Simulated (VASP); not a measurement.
Set up this calculation in VASP 6.6.1, as the native input.

```yaml
Task: single point
Functional: PBE
Dispersion: D3(BJ)
Potentials_or_basis: VASP PAW PBE potentials, release 64 (O, H, S)
Cutoff: 520 eV
k_mesh: 1 × 1 × 1
Occupations: fermi-dirac, width 0.02 eV
Spin: no spin polarisation
Dipole_correction: no
Further_INCAR_settings: LREAL = Auto; ALGO = Normal; EDIFF = 1e-06; NBANDS = 33
```

The structure of H10SO4 lies in POSCAR:

```
H10SO4
1.0
    5.6462160000      0.0000000000      0.0000000000
    0.0000000000      5.6462160000      0.0000000000
    0.0000000000      0.0000000000      5.6462160000
O H S
4 10 1
Direct
    0.8328941011      0.5451615737      0.7659820312
    0.3022555283      0.7214743467      0.1790225524
    0.1970169048      0.8992394198      0.7768388599
    0.6618237772      0.8307333620      0.4241070480
    0.7560284622      0.6329371742      0.6307941460
    0.8595314101      0.3847709687      0.7010004577
    0.2449250967      0.7795486393      0.0273634590
    0.2501675458      0.5548494780      0.1872050237
    0.2965348828      0.8758255086      0.6338935669
    0.0741204375      0.7811426272      0.7445163274
    0.5496070288      0.7572150977      0.2842080431
    0.7644234652      0.9393016491      0.3425125783
    0.8137662463      0.4486898836      0.2676659908
    0.9487238887      0.2726250643      0.0277885224
    0.9896716668      0.2800990965      0.2618745014
```

The input as run:

INCAR

```
SYSTEM = H10SO4
ALGO     = Normal         ! electronic algorithm
EDIFF    = 1E-6           ! SCF threshold, eV
ENCUT    = 520            ! plane-wave cutoff, eV
GGA      = PE             ! functional
ISIF     = 2              ! what is computed and relaxed
ISMEAR   = -1             ! smearing method
IVDW     = 12             ! dispersion correction
LASPH    = .True.         ! aspherical terms in the spheres
LCHARG   = .False.        ! write CHGCAR
LREAL    = Auto         
LWAVE    = .False.        ! write WAVECAR
NBANDS   = 33             ! bands
NELM     = 60             ! most SCF steps
PREC     = Accurate       ! precision mode
SIGMA    = 0.02           ! smearing width, eV
```

KPOINTS

```
k-points
0
Gamma
  1 1 1
  0 0 0
```

Potentials or basis: VASP PAW PBE potentials, release 64 (O, H, S).

Launch:

```console
$ cat potpaw_PBE.64/O/POTCAR potpaw_PBE.64/H/POTCAR potpaw_PBE.64/S/POTCAR > POTCAR
$ mpirun -np 1 vasp_gam > vasp.out
```

Results of the run:

* Pressure: 0.3 GPa
* Largest force: 2.587 eV/Å
* Band gap on the k mesh: 4.49 eV
* Dispersion energy per atom: -0.039 eV

Caveat: the k points lie up to 1.11 Å⁻¹ apart.

Run time: 15 s on 1 thread of Intel(R) Xeon(R) Platinum 8488C (Sapphire Rapids), with other jobs on the host, peak memory 0.24 GiB.
